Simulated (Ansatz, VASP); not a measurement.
## One calculation of AlN, two programs

```
Al N
1.0
     3.14923    0.00000    0.00000
    -1.57461    2.72731    0.00000
     0.00000    0.00000    4.84475
Al N
2 2
Direct
  0.33333 0.66667 0.00169
  0.66667 0.33333 0.50169
  0.33333 0.66667 0.38331
  0.66667 0.33333 0.88331
```

Alike in both runs: task single point; functional r2SCAN; k mesh 12 × 12 × 6; occupations gaussian, width 0.05 eV; no spin polarisation.

```csv
,VASP,Ansatz
version,VASP 6.6.1,Ansatz 0.2.0
potentials or method,"VASP PAW PBE potentials, release 64 (Al, N), cutoff 520 eV","scalar-relativistic, plane waves, PAW"
valence electrons in the cell,16,16
```

VASP gave:

- gap on the k mesh at the Fermi level (eV): 4.80
- least direct gap on the mesh (eV): 4.80
- pressure (GPa): -0.3
- traceless stress, the component that is largest in VASP (GPa): 11.77
- rms of the force components (eV/Å): 0.332

Question: Estimate Ansatz's values.

Answer: gap on the k mesh at the Fermi level (eV): 4.76; least direct gap on the mesh (eV): 4.76; pressure (GPa): 0.1; traceless stress, the component that is largest in VASP (GPa): 11.60; rms of the force components (eV/Å): 0.326.

VASP's potentials were made for PBE, not for r2SCAN. Atom by atom the forces differ by 0.006 eV/Å (rms over components). The functional is the same, so the differences come from potentials, cutoffs and numerics.
